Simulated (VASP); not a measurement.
# Au (Fm-3m) in VASP: notebook

Au is run at these levels: PBEsol; tasks: single point.

All numbers are computed with VASP 6.6.1; they aren't measurements. Logs are shortened: lines on timing, memory, paths and dates and some standing lists are left out, and cuts for length are marked.

## (1) The cell of the first run

It takes space group Fm-3m (No. 225, cubic). The conventional cell has a = 4.187 Å, b = 4.187 Å, c = 4.187 Å, α = 90.00°, β = 90.00°, γ = 90.00°. Au (site symmetry m-3m) has 12 Au at 2.96 Å within 3.9 Å.

## (2) Single point, PBEsol (volume scaled by 1.08)

INCAR

```
SYSTEM = Au
PREC = Accurate
ENCUT = 520
EDIFF = 1E-6
ISMEAR = -1
SIGMA = 0.1
LREAL = .FALSE.
LASPH = .TRUE.
NELM = 100
ALGO = Normal
ISIF = 2
LWAVE = .FALSE.
LCHARG = .FALSE.
GGA = PS
NBANDS = 12
```

KPOINTS

```
Automatic mesh
0
G
  22 22 22
  0 0 0
```

POSCAR

```
Au
1.0
    0.0000000000      2.0936584185      2.0936584185
    2.0936584185      0.0000000000      2.0936584185
    2.0936584185      2.0936584185      0.0000000000
Au
1
Direct
    0.0000000000      0.0000000000      0.0000000000
```

Potentials or basis: VASP PAW PBE potentials, release 64 (Au).

Run with:

```sh
$ cat potpaw_PBE.64/Au/POTCAR > POTCAR
$ mpirun -np 1 vasp_std > vasp.out
```

OUTCAR:

```text
SYSTEM = Au
   PREC = Accurate
   ENCUT = 520
   EDIFF = 1E-6
   ISMEAR = -1
   LREAL = .FALSE.
   LASPH = .TRUE.
   NELM = 100
   ISIF = 2
   GGA = PS

 ion  position               nearest neighbor table
   1  0.000  0.000  0.000-

  LATTYP: Found a face centered cubic cell.
 ALAT       =     4.1873168370

  Lattice vectors:

 A1 = (   0.0000000000,   2.0936584185,   2.0936584185)
 A2 = (   2.0936584185,   0.0000000000,   2.0936584185)
 A3 = (   2.0936584185,   2.0936584185,   0.0000000000)

Analysis of symmetry for initial positions (statically):
=====================================================================
 Subroutine PRICEL returns:
 Original cell was already a primitive cell.

 Routine SETGRP: Setting up the symmetry group for a
 face centered cubic supercell.

 Subroutine GETGRP returns: Found 48 space group operations
 (whereof 48 operations were pure point group operations)
 out of a pool of 48 trial point group operations.

The static configuration has the point symmetry O_h .

Analysis of symmetry for dynamics (positions and initial velocities):
=====================================================================
 Subroutine PRICEL returns:
 Original cell was already a primitive cell.

 Routine SETGRP: Setting up the symmetry group for a
 face centered cubic supercell.

 Subroutine GETGRP returns: Found 48 space group operations
 (whereof 48 operations were pure point group operations)
 out of a pool of 48 trial point group operations.

The dynamic configuration has the point symmetry O_h .

 Subroutine INISYM returns: Found 48 space group operations
 (whereof 48 operations are pure point group operations),
 and found     1 'primitive' translations

----------------------------------------------------------------------------------------

                                     Primitive cell

  volume of cell :      18.3547

  direct lattice vectors                    reciprocal lattice vectors
     0.000000000  2.093658419  2.093658419    -0.238816416  0.238816416  0.238816416
     2.093658419  0.000000000  2.093658419     0.238816416 -0.238816416  0.238816416
     2.093658419  2.093658419  0.000000000     0.238816416  0.238816416 -0.238816416

  length of vectors
     2.960880130  2.960880130  2.960880130     0.413642166  0.413642166  0.413642166

  position of ions in fractional coordinates (direct lattice)
     0.000000000  0.000000000  0.000000000

  ion indices of the primitive-cell ions
   primitive index   ion index
[... 75 lines left out ...]
   EDIFFG = 0.1E-04   stopping-criterion for IOM
   NSW    =      0    number of steps for IOM
   IBRION =     -1    ionic relax: 0-MD 1-quasi-New 2-CG
   NFREE  =      0    steps in history (QN), initial steepest desc. (CG)
   ISIF   =      2    stress and relaxation
   ISYM   =      2    0-nonsym 1-usesym 2-fastsym
   POTIM  = 0.5000    time-step for ionic-motion
   TEBEG  =    0.0;   TEEND  =   0.0 temperature during run
   PSTRESS=    0.0 pullay stress
   NELECT =      11.0000    total number of electrons
   NUPDOWN=      -1.0000    fix difference up-down
   EMIN   =  10.00;   EMAX   =-10.00  energy-range for DOS
   EFERMI =   0.00;   METHOD = LEGACY
   ISMEAR =    -1;   SIGMA  =   0.10  broadening in eV -4-tet -1-fermi 0-gaus
   EFERMI_NEDOS =   21; number of points for ismear=-14 and -15
   IALGO  =     38    algorithm
   IMIX   =      4    mixing-type and parameters
     AMIX     =   0.40;   BMIX     =  1.00
     AMIX_MAG =   1.60;   BMIX_MAG =  1.00
  volume/ion in A,a.u.               =      18.35       123.86
  Fermi-wavevector in a.u.,A,eV,Ry     =   1.380246  2.608287 25.920182  1.905080
  Thomas-Fermi vector in A             =   2.505141
   LORBIT       =      0    0 simple, 1 ext, 2 COOP (PROOUT), +10 PAW based schemes
   GGA     = PS    functional components
   LHFCALC =     F    Hartree Fock is set to
   AEXX    =    0.0000 exact exchange contribution
   IVDW    =     0    specifies the selected vdW correction
   LEPSILON=     F    determine dielectric tensor
   LRPA    =     F    only Hartree local field effects (RPA)
 non-spin polarized calculation
  energy-cutoff  :      520.00
  volume of cell :       18.35
 maximum number of plane-waves:       531
 NGX is ok and might be reduce to    24
   NGX = 11   NGY = 11   NGZ = 11

 number of electron      11.0000000 magnetization

 Free energy of the ion-electron system (eV)
  ---------------------------------------------------
  ext. energy  EPLUGINS =         0.00000000
  ---------------------------------------------------
  free energy    TOTEN  =        -3.87966598 eV

  energy without entropy =       -3.87055331  energy(sigma->0) =       -3.87510964

 E-fermi :   8.0709     XC(G=0): -12.4492

 val. band max:        8.0047478355   @ k =   0.5000   0.2273   0.0909
 cond. band min:       8.0895676787   @ k =   0.5000   0.3636   0.1364
 fundamental gap:      0.0848198432
 Fermi energy:         8.0708690018

 k-point     1 :       0.0000    0.0000    0.0000
  band No.  band energies     occupation
      1      -1.0695      2.00000
      2       3.7897      2.00000
      3       3.7897      2.00000
      4       3.7897      2.00000
      5       5.1312      2.00000
      6       5.1312      2.00000
      7      22.6594      0.00000
      8      26.2255      0.00000
      9      26.2255      0.00000
     10      26.2255      0.00000
     11      30.8646      0.00000
     12      34.7643      0.00000
[... 331 lines left out ...]
 k-point    24 :      -0.4545    0.0455    0.0000
  band No.  band energies     occupation
      1       1.4571      2.00000
      2       3.7431      2.00000
      3       3.8029      2.00000
      4       5.8873      2.00000
      5       6.1302      2.00000
      6       7.5095      1.99273
      7      11.0710      0.00000
      8      22.1518      0.00000
      9      24.2099      0.00000
     10      24.6796      0.00000
     11      31.8548      0.00000
     12      31.9141      0.00000

 [... further k-points ...]
[... 5 lines left out ...]
  --------------------------------------------------------------------------------------
  -------------------------------------------------------------------------------------
  Total       -1.2365322     -1.2365322     -1.2365322      0.0000000     -0.0000000     -0.0000000
  in kB     -107.9365501   -107.9365501   -107.9365501      0.0000000     -0.0000000     -0.0000000
  external PRESSURE =    -107.9365501 kB  Pullay stress =       0.0000000 kB

 VOLUME and BASIS-vectors are now :
 -----------------------------------------------------------------------------
  energy-cutoff  :      520.00
  volume of cell :       18.35
      direct lattice vectors                 reciprocal lattice vectors
     0.000000000  2.093658419  2.093658419    -0.238816416  0.238816416  0.238816416
     2.093658419  0.000000000  2.093658419     0.238816416 -0.238816416  0.238816416
     2.093658419  2.093658419  0.000000000     0.238816416  0.238816416 -0.238816416

 POSITION                                       TOTAL-FORCE (eV/Angst)
 -----------------------------------------------------------------------------------
      0.00000      0.00000      0.00000        -0.000000      0.000000     -0.000000
 -----------------------------------------------------------------------------------
    total drift:                               -0.000000      0.000000      0.000000

  FREE ENERGIE OF THE ION-ELECTRON SYSTEM (eV)
  ---------------------------------------------------
  free  energy   TOTEN  =        -3.8796659836 eV

  energy  without entropy=       -3.8705533053  energy(sigma->0) =       -3.87510964
```

OSZICAR:

```text
N       E                     dE             d eps       ncg     rms          rms(c)
DAV:   1     0.481312056311E+02    0.48131E+02   -0.55200E+03  8184   0.810E+02
DAV:   2    -0.353868609304E+01   -0.51670E+02   -0.48618E+02  9180   0.183E+02
DAV:   3    -0.421275073652E+01   -0.67406E+00   -0.67329E+00  9504   0.203E+01
DAV:   4    -0.421503329096E+01   -0.22826E-02   -0.22825E-02  9412   0.137E+00
DAV:   5    -0.421505094745E+01   -0.17656E-04   -0.17656E-04  9736   0.115E-01    0.764E+00
DAV:   6    -0.389906355288E+01    0.31599E+00   -0.94324E-01  8456   0.760E+00    0.491E+00
DAV:   7    -0.388223740101E+01    0.16826E-01   -0.52402E-02  9400   0.179E+00    0.264E+00
DAV:   8    -0.387967657771E+01    0.25608E-02   -0.95998E-04  8964   0.277E-01    0.267E-01
DAV:   9    -0.387966280217E+01    0.13776E-04   -0.74988E-06  9424   0.241E-02    0.112E-02
DAV:  10    -0.387966599607E+01   -0.31939E-05   -0.13478E-06  9448   0.102E-02    0.203E-03
DAV:  11    -0.387966598362E+01    0.12447E-07   -0.66014E-08  5052   0.204E-03
   1 F= -.38796660E+01 E0= -.38751096E+01  d E =-.911268E-02
```

stdout:

```text
POSCAR found type information on POSCAR Au
 POSCAR found :  1 types and       1 ions
 scaLAPACK will be used
 -----------------------------------------------------------------------------
|                                                                             |
|                                                                             |
|     You enforced a specific xc type in the INCAR file but a different       |
|     I HOPE YOU KNOW WHAT YOU ARE DOING!                                     |
|                                                                             |
 -----------------------------------------------------------------------------

 LDA part: xc-table for (Slater+PW92), standard interpolation
 POSCAR, INCAR and KPOINTS ok, starting setup
 FFT: planning ... GRIDC
 FFT: planning ... GRID_SOFT
 FFT: planning ... GRID
 WAVECAR not read
 entering main loop
```

It took 35 s on 1 thread of Intel Xeon 6975P-C (Granite Rapids), shared host; peak memory 0.2 GiB.

What came out:

```
Free energy : -3.8797 eV
Pressure    : -10.8 GPa
```

Caveat: the PAW data sets were made with another functional, which shifts forces and pressure a little; spin-orbit coupling is left out, which moves the levels of the heavy elements.

## (3) Single point, PBEsol (volume scaled by 1.12)

INCAR

```
SYSTEM = Au
PREC = Accurate
ENCUT = 520
EDIFF = 1E-6
ISMEAR = -1
SIGMA = 0.1
LREAL = .False.
LASPH = .True.
NELM = 100
ALGO = Normal
ISIF = 2
LWAVE = .False.
LCHARG = .False.
GGA = PS
NBANDS = 12
```

KPOINTS

```
regular mesh
0
Gamma
  22 22 22
  0 0 0
```

POSCAR

```
Au
1.0
    0.0000000000      2.1191933549      2.1191933549
    2.1191933549      0.0000000000      2.1191933549
    2.1191933549      2.1191933549      0.0000000000
Au
1
Direct
    0.0000000000      0.0000000000      0.0000000000
```

Potentials or basis: VASP PAW PBE potentials, release 64 (Au).

Run with:

```sh
$ cat potpaw_PBE.64/Au/POTCAR > POTCAR
$ mpirun -np 1 vasp_std > vasp.out
```

OUTCAR:

```text
SYSTEM = Au
   PREC = Accurate
   ENCUT = 520
   EDIFF = 1E-6
   ISMEAR = -1
   LREAL = .False.
   LASPH = .True.
   NELM = 100
   ISIF = 2
   GGA = PS

 ion  position               nearest neighbor table
   1  0.000  0.000  0.000-

  LATTYP: Found a face centered cubic cell.
 ALAT       =     4.2383867098

  Lattice vectors:

 A1 = (   0.0000000000,   2.1191933549,   2.1191933549)
 A2 = (   2.1191933549,   0.0000000000,   2.1191933549)
 A3 = (   2.1191933549,   2.1191933549,   0.0000000000)

Analysis of symmetry for initial positions (statically):
=====================================================================
 Subroutine PRICEL returns:
 Original cell was already a primitive cell.

 Routine SETGRP: Setting up the symmetry group for a
 face centered cubic supercell.

 Subroutine GETGRP returns: Found 48 space group operations
 (whereof 48 operations were pure point group operations)
 out of a pool of 48 trial point group operations.

The static configuration has the point symmetry O_h .

Analysis of symmetry for dynamics (positions and initial velocities):
=====================================================================
 Subroutine PRICEL returns:
 Original cell was already a primitive cell.

 Routine SETGRP: Setting up the symmetry group for a
 face centered cubic supercell.

 Subroutine GETGRP returns: Found 48 space group operations
 (whereof 48 operations were pure point group operations)
 out of a pool of 48 trial point group operations.

The dynamic configuration has the point symmetry O_h .

 Subroutine INISYM returns: Found 48 space group operations
 (whereof 48 operations are pure point group operations),
 and found     1 'primitive' translations

----------------------------------------------------------------------------------------

                                     Primitive cell

  volume of cell :      19.0345

  direct lattice vectors                    reciprocal lattice vectors
[... 105 lines left out ...]
     AMIX_MAG =   1.60;   BMIX_MAG =  1.00
  volume/ion in A,a.u.               =      19.03       128.45
  Fermi-wavevector in a.u.,A,eV,Ry     =   1.363615  2.576859 25.299302  1.859446
  Thomas-Fermi vector in A             =   2.490003
   LORBIT       =      0    0 simple, 1 ext, 2 COOP (PROOUT), +10 PAW based schemes
   GGA     = PS    functional components
   LHFCALC =     F    Hartree Fock is set to
   AEXX    =    0.0000 exact exchange contribution
   IVDW    =     0    specifies the selected vdW correction
   LEPSILON=     F    determine dielectric tensor
   LRPA    =     F    only Hartree local field effects (RPA)
 non-spin polarized calculation
  energy-cutoff  :      520.00
  volume of cell :       19.03
 maximum number of plane-waves:       533
   NGX = 11   NGY = 11   NGZ = 11

 number of electron      10.9999999 magnetization

 Free energy of the ion-electron system (eV)
  ---------------------------------------------------
  ext. energy  EPLUGINS =         0.00000000
  ---------------------------------------------------
  free energy    TOTEN  =        -3.82664257 eV

  energy without entropy =       -3.81748226  energy(sigma->0) =       -3.82206241

 E-fermi :   7.5207     XC(G=0): -12.2386

 val. band max:        7.4832546892   @ k =   0.4545   0.3636   0.0000
 cond. band min:       7.5218492861   @ k =   0.5000   0.3636   0.1364
 fundamental gap:      0.0385945969
 Fermi energy:         7.5206749382

 k-point     1 :       0.0000    0.0000    0.0000
  band No.  band energies     occupation
      1      -1.2625      2.00000
      2       3.4145      2.00000
      3       3.4145      2.00000
      4       3.4145      2.00000
      5       4.6717      2.00000
      6       4.6717      2.00000
      7      22.1273      0.00000
      8      25.4834      0.00000
      9      25.4834      0.00000
     10      25.4834      0.00000
     11      30.0184      0.00000
     12      33.5879      0.00000
[... 331 lines left out ...]
 k-point    24 :      -0.4545    0.0455    0.0000
  band No.  band energies     occupation
      1       1.2052      2.00000
      2       3.3732      2.00000
      3       3.4291      2.00000
      4       5.4049      2.00000
      5       5.6087      2.00000
      6       7.0662      1.97897
      7      10.3634      0.00000
      8      21.6010      0.00000
      9      23.3740      0.00000
     10      23.8397      0.00000
     11      30.8194      0.00000
     12      30.8562      0.00000

 [... further k-points ...]
[... 5 lines left out ...]
  --------------------------------------------------------------------------------------
  -------------------------------------------------------------------------------------
  Total       -1.6939617     -1.6939617     -1.6939617      0.0000000      0.0000000      0.0000000
  in kB     -142.5845365   -142.5845365   -142.5845365      0.0000000      0.0000000      0.0000000
  external PRESSURE =    -142.5845365 kB  Pullay stress =       0.0000000 kB

 VOLUME and BASIS-vectors are now :
 -----------------------------------------------------------------------------
  energy-cutoff  :      520.00
  volume of cell :       19.03
      direct lattice vectors                 reciprocal lattice vectors
     0.000000000  2.119193355  2.119193355    -0.235938830  0.235938830  0.235938830
     2.119193355  0.000000000  2.119193355     0.235938830 -0.235938830  0.235938830
     2.119193355  2.119193355  0.000000000     0.235938830  0.235938830 -0.235938830

 POSITION                                       TOTAL-FORCE (eV/Angst)
 -----------------------------------------------------------------------------------
      0.00000      0.00000      0.00000        -0.000000     -0.000000     -0.000000
 -----------------------------------------------------------------------------------
    total drift:                               -0.000000      0.000000     -0.000000

  FREE ENERGIE OF THE ION-ELECTRON SYSTEM (eV)
  ---------------------------------------------------
  free  energy   TOTEN  =        -3.8266425666 eV

  energy  without entropy=       -3.8174822565  energy(sigma->0) =       -3.82206241
```

stdout:

```text
POSCAR found type information on POSCAR Au
 POSCAR found :  1 types and       1 ions
 scaLAPACK will be used
 -----------------------------------------------------------------------------
|                                                                             |
|                                                                             |
|     You enforced a specific xc type in the INCAR file but a different       |
|     I HOPE YOU KNOW WHAT YOU ARE DOING!                                     |
|                                                                             |
 -----------------------------------------------------------------------------

 LDA part: xc-table for (Slater+PW92), standard interpolation
 POSCAR, INCAR and KPOINTS ok, starting setup
 FFT: planning ... GRIDC
 FFT: planning ... GRID_SOFT
 FFT: planning ... GRID
 WAVECAR not read
 entering main loop
```

Wall time 40 s (1 thread of Intel Xeon 6975P-C (Granite Rapids), shared host); peak memory 0.19 GiB.

What came out:

* Free energy: -3.8266 eV
* Pressure: -14.3 GPa

Levels at points of the mesh, in eV from the Fermi level:
| k point | band 4 | band 5 | band 6 | band 7 | band 8 | band 9 |
| --- | --- | --- | --- | --- | --- | --- |
| (0.00, 0.00, 0.00) | -4.11 | -2.85 | -2.85 | 14.61 | 17.96 | 17.96 |
| (0.50, 0.00, 0.00) | -1.86 | -1.86 | -0.51 | 2.52 | 14.02 | 16.26 |
| (0.50, 0.50, 0.00) | -1.60 | -1.60 | 1.28 | 4.92 | 9.65 | 9.65 |

Caveat: the PAW data sets were made with another functional, which shifts forces and pressure a little; spin-orbit coupling is left out, which moves the levels of the heavy elements.
